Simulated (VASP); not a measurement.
# Hf (P6/mmm) in VASP: notebook

Runs on Hf. Level: PBE. Tasks: single point, relaxation of shape and atoms at fixed volume.

All numbers are computed with VASP 6.6.1; they aren't measurements. Logs are shortened: lines on timing, memory, paths and dates and some standing lists are left out, and cuts for length are marked.

## (1) The cell of the first run

The structure is hexagonal, space group P6/mmm (No. 191). The conventional cell has a = 4.926 Å, b = 4.926 Å, c = 3.057 Å, α = 90.00°, β = 90.00°, γ = 120.00°. Hf (site symmetry -6m2) has 11 Hf at 2.84 to 3.23 Å within 3.7 Å. Within 4.0 Å of Hf (site symmetry 6/mmm) lie 14 Hf at 3.06 to 3.23 Å.

## (2) Single point, PBE (volume scaled by 0.960)

INCAR

```
SYSTEM = Hf
PREC     = Accurate       ! precision mode
ENCUT    = 520            ! plane-wave cutoff, eV
EDIFF    = 1E-7           ! SCF threshold, eV
ISMEAR   = 0              ! smearing method
SIGMA    = 0.05           ! smearing width, eV
LREAL    = .False.        ! projectors in reciprocal space
LASPH    = .True.         ! aspherical terms in the spheres
NELM     = 60             ! most SCF steps
ALGO     = Fast           ! electronic algorithm
ISIF     = 2              ! what is computed and relaxed
LWAVE    = .False.        ! write WAVECAR
LCHARG   = .True.         ! write CHGCAR
GGA      = PE             ! functional
LELF     = .True.         ! ELF
LVHAR    = .True.       
NBANDS   = 22             ! bands
```

KPOINTS

```
regular mesh
0
Gamma
  10 10 14
  0 0 0
```

POSCAR

```
Hf
1.0
    4.9261488135      0.0000000000      0.0000000000
   -2.4630744068      4.2661700153      0.0000000000
    0.0000000000      0.0000000000      3.0567866427
Hf
3
Direct
    0.6666666667      0.3333333333      0.5000000000
    0.3333333333      0.6666666667      0.5000000000
    0.0000000000      0.0000000000      0.0000000000
```

Potentials or basis: VASP PAW PBE potentials, release 64 (Hf_pv).

Command:

```bash
$ cat potpaw_PBE.64/Hf_pv/POTCAR > POTCAR
$ mpirun -np 1 vasp_std > vasp.out
```

OUTCAR:

```text
SYSTEM = Hf
   PREC = Accurate
   ENCUT = 520
   EDIFF = 1E-7
   ISMEAR = 0
   LREAL = .False.
   LASPH = .True.
   NELM = 60
   ISIF = 2
   GGA = PE

 ion  position               nearest neighbor table
   1  0.667  0.333  0.500-   2 2.84   2 2.84   2 2.84   3 3.23   3 3.23   3 3.23   3 3.23   3 3.23
                             3 3.23
   2  0.333  0.667  0.500-   1 2.84   1 2.84   1 2.84   3 3.23   3 3.23   3 3.23   3 3.23   3 3.23
                             3 3.23
   3  0.000  0.000  0.000-   1 3.23   2 3.23   1 3.23   2 3.23   1 3.23   1 3.23   2 3.23   2 3.23
                             1 3.23   1 3.23   2 3.23   2 3.23

  LATTYP: Found a hexagonal cell.
 ALAT       =     4.9261488135
 C/A-ratio  =     0.6205225945

  Lattice vectors:

 A1 = (   4.9261488135,   0.0000000000,   0.0000000000)
 A2 = (  -2.4630744068,   4.2661700153,   0.0000000000)
 A3 = (   0.0000000000,   0.0000000000,   3.0567866427)

Analysis of symmetry for initial positions (statically):
=====================================================================
 Subroutine PRICEL returns:
 Original cell was already a primitive cell.

 Routine SETGRP: Setting up the symmetry group for a
 hexagonal supercell.

 Subroutine GETGRP returns: Found 24 space group operations
 (whereof 24 operations were pure point group operations)
 out of a pool of 24 trial point group operations.

The static configuration has the point symmetry D_6h.

Analysis of symmetry for dynamics (positions and initial velocities):
=====================================================================
 Subroutine PRICEL returns:
 Original cell was already a primitive cell.

 Routine SETGRP: Setting up the symmetry group for a
 hexagonal supercell.

 Subroutine GETGRP returns: Found 24 space group operations
 (whereof 24 operations were pure point group operations)
 out of a pool of 24 trial point group operations.

The dynamic configuration has the point symmetry D_6h.

 Subroutine INISYM returns: Found 24 space group operations
 (whereof 24 operations are pure point group operations),
 and found     1 'primitive' translations

----------------------------------------------------------------------------------------

                                     Primitive cell

  volume of cell :      64.2408

  direct lattice vectors                    reciprocal lattice vectors
     4.926148814  0.000000000  0.000000000     0.202998334  0.117201143  0.000000000
    -2.463074407  4.266170015  0.000000000     0.000000000  0.234402285  0.000000000
     0.000000000  0.000000000  3.056786643     0.000000000  0.000000000  0.327140922

  length of vectors
[... 88 lines left out ...]
   IBRION =     -1    ionic relax: 0-MD 1-quasi-New 2-CG
   NFREE  =      0    steps in history (QN), initial steepest desc. (CG)
   ISIF   =      2    stress and relaxation
   ISYM   =      2    0-nonsym 1-usesym 2-fastsym
   POTIM  = 0.5000    time-step for ionic-motion
   TEBEG  =    0.0;   TEEND  =   0.0 temperature during run
   PSTRESS=    0.0 pullay stress
   NELECT =      30.0000    total number of electrons
   NUPDOWN=      -1.0000    fix difference up-down
   EMIN   =  10.00;   EMAX   =-10.00  energy-range for DOS
   EFERMI =   0.00;   METHOD = LEGACY
   ISMEAR =     0;   SIGMA  =   0.05  broadening in eV -4-tet -1-fermi 0-gaus
   EFERMI_NEDOS =   21; number of points for ismear=-14 and -15
   IALGO  =     68    algorithm
   IMIX   =      4    mixing-type and parameters
     AMIX     =   0.40;   BMIX     =  1.00
     AMIX_MAG =   1.60;   BMIX_MAG =  1.00
  volume/ion in A,a.u.               =      21.41       144.51
  Fermi-wavevector in a.u.,A,eV,Ry     =   1.270121  2.400180 21.949007  1.613206
  Thomas-Fermi vector in A             =   2.403125
   LORBIT       =      0    0 simple, 1 ext, 2 COOP (PROOUT), +10 PAW based schemes
   GGA     = PE    functional components
   LHFCALC =     F    Hartree Fock is set to
   AEXX    =    0.0000 exact exchange contribution
   IVDW    =     0    specifies the selected vdW correction
   LEPSILON=     F    determine dielectric tensor
   LRPA    =     F    only Hartree local field effects (RPA)
 non-spin polarized calculation
 RMM-DIIS sequential band-by-band and
 Gauss-broadening in eV      SIGMA  =   0.05
  energy-cutoff  :      520.00
  volume of cell :       64.24
 maximum number of plane-waves:      1748
 NGX is ok and might be reduce to    40
   NGX = 19   NGY = 19   NGZ = 11

 number of electron      30.0000003 magnetization

 Free energy of the ion-electron system (eV)
  ---------------------------------------------------
  ext. energy  EPLUGINS =         0.00000000
  ---------------------------------------------------
  free energy    TOTEN  =       -29.61031554 eV

  energy without entropy =      -29.60701890  energy(sigma->0) =      -29.60866722

 E-fermi :   5.0290     XC(G=0): -11.4833

 val. band max:        5.0127769259   @ k =   0.5000   0.0000   0.2143
 cond. band min:       5.0309713264   @ k =   0.4000   0.1000   0.3571
 fundamental gap:      0.0181944005
 Fermi energy:         5.0290127843

 k-point     1 :       0.0000    0.0000    0.0000
  band No.  band energies     occupation
      1     -25.6149      2.00000
      2     -25.6149      2.00000
      3     -25.5863      2.00000
      4     -25.5863      2.00000
      5     -25.1740      2.00000
      6     -24.9167      2.00000
[... 589 lines left out ...]
     21       8.3312      0.00000
     22       9.3005      0.00000

 [... further k-points ...]

------------------------ aborting loop because EDIFF is reached ----------------------------------------

  FORCE on cell =-STRESS in cart. coord.  units (eV):
  Direction    XX          YY          ZZ          XY          YZ          ZX
  --------------------------------------------------------------------------------------
  -------------------------------------------------------------------------------------
  Total        1.6928547      1.6928547      1.8141544     -0.0000000     -0.0000000      0.0000000
  in kB       42.2201189     42.2201189     45.2453570     -0.0000000     -0.0000000      0.0000000
  external PRESSURE =      43.2285316 kB  Pullay stress =       0.0000000 kB

 VOLUME and BASIS-vectors are now :
 -----------------------------------------------------------------------------
  energy-cutoff  :      520.00
  volume of cell :       64.24
      direct lattice vectors                 reciprocal lattice vectors
     4.926148814  0.000000000  0.000000000     0.202998334  0.117201143  0.000000000
    -2.463074407  4.266170015  0.000000000     0.000000000  0.234402285  0.000000000
     0.000000000  0.000000000  3.056786643     0.000000000  0.000000000  0.327140922

 POSITION                                       TOTAL-FORCE (eV/Angst)
 -----------------------------------------------------------------------------------
      2.46307      1.42206      1.52839        -0.000000     -0.000000     -0.000000
     -0.00000      2.84411      1.52839         0.000000      0.000000      0.000000
      0.00000      0.00000      0.00000         0.000000      0.000000      0.000000
 -----------------------------------------------------------------------------------
    total drift:                                0.000000     -0.000000      0.000000

  FREE ENERGIE OF THE ION-ELECTRON SYSTEM (eV)
  ---------------------------------------------------
  free  energy   TOTEN  =       -29.6103155388 eV

  energy  without entropy=      -29.6070189046  energy(sigma->0) =      -29.60866722
```

OSZICAR:

```text
N       E                     dE             d eps       ncg     rms          rms(c)
DAV:   1     0.971353502247E+02    0.97135E+02   -0.16577E+04  4960   0.130E+03
DAV:   2    -0.253155207574E+02   -0.12245E+03   -0.11614E+03  5710   0.302E+02
DAV:   3    -0.305873933091E+02   -0.52719E+01   -0.49985E+01  6674   0.388E+01
DAV:   4    -0.306719494382E+02   -0.84556E-01   -0.84344E-01  5834   0.495E+00
[... 10 lines left out ...]
RMM:  15    -0.296103171112E+02   -0.89992E-06   -0.10740E-06  6132   0.449E-03    0.226E-02
RMM:  16    -0.296103167441E+02    0.36711E-06   -0.16805E-07  4582   0.172E-03    0.199E-02
RMM:  17    -0.296103157458E+02    0.99833E-06   -0.91965E-07  6521   0.397E-03    0.773E-03
RMM:  18    -0.296103156107E+02    0.13503E-06   -0.14119E-07  4112   0.211E-03    0.581E-03
RMM:  19    -0.296103155388E+02    0.71955E-07   -0.54075E-08  3479   0.105E-03
   1 F= -.29610316E+02 E0= -.29608667E+02  d E =-.329663E-02
```

Run time: 4.2 min. Hardware: 1 thread of Intel Xeon Platinum 8488C (Sapphire Rapids), shared host; peak memory 0.27 GiB.

What came out:

* Free energy: -29.6103 eV
* Pressure: 4.3 GPa
* Band gap on the k mesh: zero (band 15 reaches 5.40 eV, above the bottom of band 16 at 4.42 eV)

Stress tensor (GPa, compression positive):
```
4.22 0.00 0.00
0.00 4.22 0.00
0.00 0.00 4.52
```

Caveat: spin-orbit coupling is left out, which moves the levels of the heavy elements.

## (3) Single point, PBE (volume scaled by 0.720)

INCAR

```
SYSTEM = Hf
PREC = Accurate ; ENCUT = 520
EDIFF = 1E-7 ; ISMEAR = 0
SIGMA = 0.05 ; LREAL = .FALSE.
LASPH = .TRUE. ; NELM = 60
ALGO = Normal ; ISIF = 2
LWAVE = .FALSE. ; LCHARG = .TRUE.
GGA = PE ; LELF = .TRUE.
LVHAR = .TRUE. ; NBANDS = 22
```

KPOINTS

```
regular mesh
0
G
  10 10 14
  0 0 0
```

POSCAR

```
Hf
1.0
    4.4725054736      0.0000000000      0.0000000000
   -2.2362527368      3.8733033587      0.0000000000
    0.0000000000      0.0000000000      2.7812477907
Hf
3
Direct
    0.6666666667      0.3333333333      0.5000000000
    0.3333333333      0.6666666667      0.5000000000
    0.0000000000      0.0000000000      0.0000000000
```

Potentials or basis: VASP PAW PBE potentials, release 64 (Hf_pv).

Command:

```bash
$ cat potpaw_PBE.64/Hf_pv/POTCAR > POTCAR
$ mpirun -np 1 vasp_std > vasp.out
```

It took 2 min on 1 thread of Intel Xeon Platinum 8488C (Sapphire Rapids), shared host; peak memory 0.23 GiB.

It converged, with:

```
Free energy            : -26.8245 eV
Pressure               : 62.5 GPa
Band gap on the k mesh : zero (band 15 reaches 7.93 eV, above the bottom of band 16 at 6.76 eV)
```

Stress tensor (GPa, compression positive):
```
62.36  0.00  0.00
 0.00 62.36  0.00
 0.00  0.00 62.82
```

Levels at points of the mesh, in eV from the Fermi level:
| k point | band 12 | band 13 | band 14 | band 15 | band 16 | band 17 | band 18 | band 19 |
| --- | --- | --- | --- | --- | --- | --- | --- | --- |
| (0.00, 0.00, 0.00) | -0.62 | -0.42 | -0.42 | -0.32 | -0.32 | 1.29 | 2.60 | 2.60 |
| (0.50, 0.00, 0.00) | -4.44 | -1.06 | -1.03 | -0.71 | -0.12 | 1.11 | 1.67 | 2.93 |
| (0.00, 0.00, 0.50) | -2.94 | -2.89 | -2.89 | -1.63 | 1.67 | 1.67 | 3.02 | 3.02 |
| (0.50, 0.00, 0.50) | -3.15 | -2.44 | -1.17 | -0.53 | 0.20 | 1.37 | 2.28 | 2.66 |

Caveat: spin-orbit coupling is left out, which moves the levels of the heavy elements.

## (4) Relaxation of shape and atoms at fixed volume, PBE (volume scaled by 0.720)

INCAR

```
SYSTEM = Hf
  PREC = Accurate
  ENCUT = 600
  EDIFF = 1E-7
  ISMEAR = 0
  SIGMA = 0.05
  LREAL = .FALSE.
  LASPH = .TRUE.
  NELM = 60
  ALGO = Fast
  ISIF = 4
  LWAVE = .FALSE.
  LCHARG = .FALSE.
  GGA = PE
  IBRION = 2
  NSW = 60
  EDIFFG = -0.01
```

KPOINTS is that of step 3.

POSCAR

```
Hf
1.0
    4.4710022827      0.0000000000      0.0000000000
   -2.2355011414      3.8720015572      0.0000000000
    0.0000000000      0.0000000000      2.7831182658
Hf
3
Direct
    0.6666666667      0.3333333333      0.5000000000
    0.3333333333      0.6666666667      0.5000000000
    0.0000000000      0.0000000000      0.0000000000
```

Command:

```bash
$ cat potpaw_PBE.64/Hf_pv/POTCAR > POTCAR
$ mpirun -np 1 vasp_std > vasp.out
```

Run time: 1.9 min. Hardware: 1 thread of Intel Xeon Platinum 8488C (Sapphire Rapids), shared host; peak memory 0.24 GiB.

It converged, with:

```yaml
Free_energy: -26.8257 eV
Pressure_after_relaxing: 62.5 GPa
Band_gap_on_the_k_mesh: zero (band 15 reaches 7.94 eV, above the bottom of band 16 at 6.77 eV)
```

Stress tensor (GPa, compression positive):
```
62.49  0.00  0.00
 0.00 62.49  0.00
 0.00  0.00 62.58
```

Final structure:
```cif
data_structure
_symmetry_space_group_name_H-M 'P 1'
_symmetry_Int_Tables_number 1
_cell_length_a 4.4710
_cell_length_b 4.4710
_cell_length_c 2.7831
_cell_angle_alpha 90.000
_cell_angle_beta 90.000
_cell_angle_gamma 120.000
_cell_volume 48.18
loop_
_atom_site_label
_atom_site_type_symbol
_atom_site_fract_x
_atom_site_fract_y
_atom_site_fract_z
_atom_site_occupancy
Hf1 Hf 0.66667 0.33333 0.50000 1
Hf2 Hf 0.33333 0.66667 0.50000 1
Hf3 Hf 0.00000 0.00000 0.00000 1
```

Levels at points of the mesh, in eV from the Fermi level:
```csv
k point,band 13,band 14,band 15,band 16,band 17,band 18
"(0.00, 0.00, 0.00)",-0.42,-0.42,-0.32,-0.32,1.30,2.61
"(0.50, 0.00, 0.00)",-1.05,-1.03,-0.71,-0.12,1.12,1.65
"(0.00, 0.00, 0.50)",-2.89,-2.89,-1.64,1.68,1.68,3.02
"(0.50, 0.00, 0.50)",-2.44,-1.18,-0.53,0.20,1.37,2.28
```

Caveat: the relaxation stopped at its first step, so nothing moved; spin-orbit coupling is left out, which moves the levels of the heavy elements.

## (5) Summary

```csv
task,cell,cutoff (eV),gap on the mesh (eV),pressure (GPa)
single point,"a = 4.926, b = 4.926, c = 3.057 Å, angles 90.0, 90.0, 120.0°, 3 atoms",520,none,4.3
single point,"a = 4.473, b = 4.473, c = 2.781 Å, angles 90.0, 90.0, 120.0°, 3 atoms",520,none,62.5
relaxation of shape and atoms at fixed volume,"relaxed from a = 4.471, b = 4.471, c = 2.783 Å, angles 90.0, 90.0, 120.0°, 3 atoms",600,none,62.5
```

Alike in all rows: level PBE; potentials or basis VASP PAW PBE potentials, release 64 (Hf_pv); no spin polarisation; k mesh 10 × 10 × 14; smearing gaussian 0.05 eV.

Caveats: spin-orbit coupling is left out, which moves the levels of the heavy elements; the relaxation stopped at its first step, so nothing moved (some runs).

Absolute energies hang on the potentials; compare differences alone.
